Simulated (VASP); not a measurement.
# GdN (Fm-3m) in VASP: notebook, part 2 of 2

VASP 6.6.1. Earlier steps stand in the parts before.

## (4) Single point, PBE+U, collinear spin, antiferromagnetic start

This run uses another cell than the first one: it holds 4 atoms, not 2.

INCAR reads:

```
PREC = Accurate ; ENCUT = 520
EDIFF = 1E-6 ; ISMEAR = 0
SIGMA = 0.05 ; LREAL = F
LASPH = T ; NELM = 150
ALGO = Normal ; ISIF = 2
LWAVE = F ; LCHARG = F
ISPIN = 2 ; MAGMOM = 7 -7 0 0
LORBIT = 11 ; LMAXMIX = 6
LDAU = T ; LDAUTYPE = 2
LDAUL = 3 -1 ; LDAUU = 6 0
LDAUJ = 0 0 ; LDAUPRINT = 1
GGA = PE ; NBANDS = 35
```

KPOINTS reads:

```
regular mesh
0
Gamma
  10 10 5
```

POSCAR reads:

```
GdN
1.0
    0.0000000000      2.4994985661      2.4994985661
    4.9989971322      2.4994985661      2.4994985661
    4.9989971322      4.9989971322      0.0000000000
Gd N
2 2
Direct
    0.5000000000      0.5000000000      0.0000000000
    0.5000000000      0.5000000000      0.5000000000
    0.0000000000      0.0000000000      0.0000000000
    0.0000000000      0.0000000000      0.5000000000
```

Potentials or basis: VASP PAW PBE potentials, release 64 (Gd, N).

The run is started by

```
$ cat potpaw_PBE.64/Gd/POTCAR potpaw_PBE.64/N/POTCAR > POTCAR
$ mpirun -np 1 vasp_std > vasp.out
```

OUTCAR:

```text
PREC = Accurate
   ENCUT = 520
   EDIFF = 1E-6
   ISMEAR = 0
   LREAL = F
   LASPH = T
   NELM = 150
   ISIF = 2
   ISPIN = 2
   LORBIT = 11
   GGA = PE

 ion  position               nearest neighbor table
   1  0.500  0.500  0.000-   4 2.50   3 2.50   4 2.50   3 2.50   4 2.50   4 2.50   2 3.53   2 3.53
                             2 3.53   2 3.53   2 3.53   2 3.53   2 3.53   2 3.53
   2  0.500  0.500  0.500-   3 2.50   3 2.50   4 2.50   4 2.50   3 2.50   3 2.50   1 3.53   1 3.53
                             1 3.53   1 3.53   1 3.53   1 3.53   1 3.53   1 3.53
   3  0.000  0.000  0.000-   2 2.50   1 2.50   2 2.50   1 2.50   2 2.50   2 2.50
   4  0.000  0.000  0.500-   1 2.50   1 2.50   2 2.50   2 2.50   1 2.50   1 2.50

  LATTYP: Found a simple tetragonal cell.
 ALAT       =     3.5348247713
 C/A-ratio  =     1.4142135624

  Lattice vectors:

 A1 = (   0.0000000000,  -2.4994985661,   2.4994985661)
 A2 = (   0.0000000000,  -2.4994985661,  -2.4994985661)
 A3 = (   4.9989971322,   0.0000000000,   0.0000000000)

Analysis of symmetry for initial positions (statically):
=====================================================================
 Subroutine PRICEL returns following result:

  LATTYP: Found a face centered cubic cell.
 ALAT       =     4.9989971322
[... 12 lines left out ...]
 Subroutine GETGRP returns: Found 16 space group operations
 (whereof 16 operations were pure point group operations)
 out of a pool of 16 trial point group operations.

The static configuration has the point symmetry D_4h.

Analysis of symmetry for dynamics (positions and initial velocities):
=====================================================================
 Subroutine PRICEL returns following result:

  LATTYP: Found a face centered cubic cell.
 ALAT       =     4.9989971322
[... 12 lines left out ...]
 Subroutine GETGRP returns: Found 16 space group operations
 (whereof 16 operations were pure point group operations)
 out of a pool of 16 trial point group operations.

The dynamic configuration has the point symmetry D_4h.

Analysis of structural, dynamic, and magnetic symmetry:
=====================================================================
 Subroutine PRICEL returns following result:

  LATTYP: Found a face centered cubic cell.
 ALAT       =     4.9989971322
[... 229 lines left out ...]
  o =  0.0034  v = -0.0000 -0.0000  0.0000  0.0061 -0.0000 -1.0000 -0.0000  0.0000  0.0000  0.0000  0.0000  0.0000  0.0000  0.0000      0.0000  0.0000  0.0000  0.0000  0.0000  0.0000  0.0000  0.0000  0.0000  0.0000  0.0000  0.0000  0.0000  0.0000
  o =  0.0034  v =  0.6172 -0.0000 -0.7868  0.0000  0.0000 -0.0000  0.0000  0.0000  0.0000  0.0000  0.0000  0.0000  0.0000  0.0000      0.0000  0.0000  0.0000  0.0000  0.0000  0.0000  0.0000  0.0000  0.0000  0.0000  0.0000  0.0000  0.0000  0.0000
  o =  0.0034  v = -0.0000  0.0000  0.0000  0.0000  0.7906 -0.0000  0.6124  0.0000  0.0000  0.0000  0.0000  0.0000  0.0000  0.0000      0.0000  0.0000  0.0000  0.0000  0.0000  0.0000  0.0000  0.0000  0.0000  0.0000  0.0000  0.0000  0.0000  0.0000
  o =  0.0100  v =  0.0000  0.0000 -0.0000  0.0000 -0.6124  0.0000  0.7906  0.0000  0.0000  0.0000  0.0000  0.0000  0.0000  0.0000      0.0000  0.0000  0.0000  0.0000  0.0000  0.0000  0.0000  0.0000  0.0000  0.0000  0.0000  0.0000  0.0000  0.0000
  o =  0.0102  v =  0.7868  0.0000  0.6172 -0.0000 -0.0000  0.0000  0.0000  0.0000  0.0000  0.0000  0.0000  0.0000  0.0000  0.0000      0.0000  0.0000  0.0000  0.0000  0.0000  0.0000  0.0000  0.0000  0.0000  0.0000  0.0000  0.0000  0.0000  0.0000
  o =  0.0102  v = -0.0000 -0.0000 -0.0000 -1.0000 -0.0000 -0.0061  0.0000  0.0000  0.0000  0.0000  0.0000  0.0000  0.0000  0.0000      0.0000  0.0000  0.0000  0.0000  0.0000  0.0000  0.0000  0.0000  0.0000  0.0000  0.0000  0.0000  0.0000  0.0000
  o =  0.9890  v =  0.0000  0.0000  0.0000  0.0000  0.0000  0.0000  0.0000  0.0000  1.0000 -0.0000 -0.0000  0.0000 -0.0000 -0.0000      0.0000  0.0000  0.0000  0.0000  0.0000  0.0000  0.0000  0.0000  0.0000  0.0000  0.0000  0.0000  0.0000  0.0000
  o =  0.9905  v =  0.0000  0.0000  0.0000  0.0000  0.0000  0.0000  0.0000  0.0000 -0.0000 -0.0000  0.0000  0.7906  0.0000  0.6124      0.0000  0.0000  0.0000  0.0000  0.0000  0.0000  0.0000  0.0000  0.0000  0.0000  0.0000  0.0000  0.0000  0.0000
  o =  0.9905  v =  0.0000  0.0000  0.0000  0.0000  0.0000  0.0000  0.0000  0.0000 -0.0000 -0.0000 -0.0445  0.0000 -0.9990  0.0000      0.0000  0.0000  0.0000  0.0000  0.0000  0.0000  0.0000  0.0000  0.0000  0.0000  0.0000  0.0000  0.0000  0.0000
  o =  0.9905  v =  0.0000  0.0000  0.0000  0.0000  0.0000  0.0000  0.0000  0.5766 -0.0000 -0.8170  0.0000 -0.0000  0.0000 -0.0000      0.0000  0.0000  0.0000  0.0000  0.0000  0.0000  0.0000  0.0000  0.0000  0.0000  0.0000  0.0000  0.0000  0.0000
  o =  0.9929  v =  0.0000  0.0000  0.0000  0.0000  0.0000  0.0000  0.0000  0.8170  0.0000  0.5766 -0.0000 -0.0000 -0.0000  0.0000      0.0000  0.0000  0.0000  0.0000  0.0000  0.0000  0.0000  0.0000  0.0000  0.0000  0.0000  0.0000  0.0000  0.0000
  o =  0.9929  v =  0.0000  0.0000  0.0000  0.0000  0.0000  0.0000  0.0000 -0.0000 -0.0000 -0.0000 -0.9990 -0.0000  0.0445  0.0000      0.0000  0.0000  0.0000  0.0000  0.0000  0.0000  0.0000  0.0000  0.0000  0.0000  0.0000  0.0000  0.0000  0.0000
  o =  0.9932  v =  0.0000  0.0000  0.0000  0.0000  0.0000  0.0000  0.0000 -0.0000  0.0000 -0.0000  0.0000 -0.6124 -0.0000  0.7906      0.0000  0.0000  0.0000  0.0000  0.0000  0.0000  0.0000  0.0000  0.0000  0.0000  0.0000  0.0000  0.0000  0.0000

 number of electron      45.9999999 magnetization       0.0000000

 Free energy of the ion-electron system (eV)
  ---------------------------------------------------
  ext. energy  EPLUGINS =         0.00000000
  ---------------------------------------------------
  free energy    TOTEN  =       -45.60802325 eV

  energy without entropy =      -45.60774715  energy(sigma->0) =      -45.60788520

 E-fermi :   3.7170     XC(G=0): -11.5379

 val. band max:        3.7130226829   @ k =   0.0000   0.0000   0.0000
 cond. band min:       3.7205409002   @ k =   0.0000   0.0000   0.0000
 fundamental gap:      0.0075182173
 Fermi energy:         3.7170389728

 spin component 1

 k-point     1 :       0.0000    0.0000    0.0000
  band No.  band energies     occupation
      1     -39.9110      1.00000
      2     -36.7840      1.00000
      3     -17.4848      1.00000
      4     -17.1413      1.00000
      5     -17.1413      1.00000
      6     -15.1487      1.00000
[... 1817 lines left out ...]
     34      10.2012      0.00000
     35      10.5173      0.00000

 [... further k-points ...]
[... 5 lines left out ...]
  --------------------------------------------------------------------------------------
  -------------------------------------------------------------------------------------
  Total        0.3288350      0.2594799      0.2594799     -0.0000000      0.0000000      0.0000000
  in kB        8.4347054      6.6557302      6.6557302     -0.0000000      0.0000000      0.0000000
  external PRESSURE =       7.2487219 kB  Pullay stress =       0.0000000 kB

 VOLUME and BASIS-vectors are now :
 -----------------------------------------------------------------------------
  energy-cutoff  :      520.00
  volume of cell :       62.46
      direct lattice vectors                 reciprocal lattice vectors
     0.000000000  2.499498566  2.499498566    -0.200040123  0.200040123  0.200040123
     4.998997132  2.499498566  2.499498566     0.200040123 -0.200040123  0.200040123
     4.998997132  4.998997132  0.000000000     0.000000000  0.200040123 -0.200040123

 POSITION                                       TOTAL-FORCE (eV/Angst)
 -----------------------------------------------------------------------------------
      2.49950      2.49950      2.49950         0.000000      0.000000     -0.000000
      4.99900      4.99900      2.49950        -0.000000     -0.000000      0.000000
      0.00000      0.00000      0.00000        -0.000000      0.000000     -0.000000
      2.49950      2.49950      0.00000        -0.000000      0.000000     -0.000000
 -----------------------------------------------------------------------------------
    total drift:                                0.000000      0.000000      0.000000

  FREE ENERGIE OF THE ION-ELECTRON SYSTEM (eV)
  ---------------------------------------------------
  free  energy   TOTEN  =       -45.6080232524 eV

  energy  without entropy=      -45.6077471491  energy(sigma->0) =      -45.60788520

 total charge

# of ion       s       p       d       f       tot
--------------------------------------------------
    1        2.035   5.668   0.536   6.973  15.212
    2        2.035   5.668   0.536   6.973  15.212
    3        1.248   2.387   0.000   0.000   3.635
    4        1.248   2.387   0.000   0.000   3.635
--------------------------------------------------
tot          6.567  16.110   1.072  13.947  37.695

 magnetization (x)

# of ion       s       p       d       f       tot
--------------------------------------------------
    1       -0.005  -0.087   0.052   6.894   6.854
    2        0.005   0.087  -0.052  -6.894  -6.854
    3        0.003   0.035   0.000   0.000   0.038
    4       -0.003  -0.035   0.000   0.000  -0.038
--------------------------------------------------
tot          0.000   0.000   0.000   0.000   0.000
```

OSZICAR:

```text
N       E                     dE             d eps       ncg     rms          rms(c)
DAV:   1     0.343700349386E+03    0.34370E+03   -0.15179E+04 12948   0.644E+03
DAV:   2     0.514387838186E+02   -0.29226E+03   -0.24063E+03 12528   0.568E+02
DAV:   3    -0.276175749373E+02   -0.79056E+02   -0.74802E+02 14382   0.238E+02
DAV:   4    -0.384926306662E+02   -0.10875E+02   -0.10759E+02 16555   0.796E+01
[... 21 lines left out ...]
DAV:  26    -0.456080223882E+02    0.50707E-04   -0.15096E-04 17178   0.118E-01    0.226E-01
DAV:  27    -0.456080213582E+02    0.10299E-05   -0.68478E-05 14744   0.564E-02    0.143E-01
DAV:  28    -0.456080236616E+02   -0.23033E-05   -0.12570E-05 14023   0.231E-02    0.117E-01
DAV:  29    -0.456080232524E+02    0.40912E-06   -0.38174E-07  6832   0.112E-02
   1 F= -.45608023E+02 E0= -.45607885E+02  d E =-.276103E-03  mag=    -0.0000
```

stdout:

```text
POSCAR found type information on POSCAR GdN
 POSCAR found :  2 types and       4 ions
 scaLAPACK will be used
 LDA part: xc-table for (Slater+PW92), standard interpolation
 POSCAR, INCAR and KPOINTS ok, starting setup
 FFT: planning ... GRIDC
 FFT: planning ... GRID_SOFT
 FFT: planning ... GRID
 WAVECAR not read
 entering main loop
```

Run time: 15 min. Hardware: 1 thread of Intel Xeon Platinum 8488C (Sapphire Rapids), shared host; peak memory 0.44 GiB.

What came out:

```
Free energy                                           : -45.6080 eV
Pressure                                              : 0.7 GPa
Net moment                                            : 0.00 μB per cell
Site moments                                          : Gd +6.85, -6.85; N +0.04, -0.04 μB
Valence electrons inside the program's atomic spheres : Gd 15.21; N 3.63
```

Levels at points of the mesh, in eV from the Fermi level:
Spin up:
| k point | band 20 | band 21 | band 22 | band 23 | band 24 | band 25 | band 26 | band 27 |
| --- | --- | --- | --- | --- | --- | --- | --- | --- |
| (0.00, 0.00, 0.00) | -0.34 | -0.05 | 0.00 | 0.00 | 0.00 | 3.01 | 3.01 | 3.08 |
| (0.50, 0.00, 0.00) | -2.39 | -2.34 | -2.26 | -2.21 | 4.69 | 4.81 | 4.93 | 5.04 |
| (0.50, 0.50, 0.00) | -0.37 | -0.28 | -0.28 | -0.21 | 0.02 | 0.02 | 5.03 | 5.03 |
Spin down:
```csv
k point,band 20,band 21,band 22,band 23,band 24,band 25,band 26,band 27
"(0.00, 0.00, 0.00)",-0.34,-0.05,0.00,0.00,0.00,3.01,3.01,3.08
"(0.50, 0.00, 0.00)",-2.39,-2.34,-2.26,-2.21,4.69,4.81,4.93,5.04
"(0.50, 0.50, 0.00)",-0.37,-0.28,-0.28,-0.21,0.02,0.02,5.03,5.03
```

Eigenvalues of the final occupation matrices:
```csv
site,spin,trace,eigenvalues
site 1 f,1,6.94,0.99 0.99 0.99 0.99 0.99 0.99 0.99
site 1 f,2,0.04,0.00 0.00 0.00 0.00 0.01 0.01 0.01
site 2 f,1,0.04,0.00 0.00 0.00 0.00 0.01 0.01 0.01
site 2 f,2,6.94,0.99 0.99 0.99 0.99 0.99 0.99 0.99
```

Caveat: spin-orbit coupling is left out, which moves the levels of the heavy elements. The state reached can hang on the start; a lower one may exist.
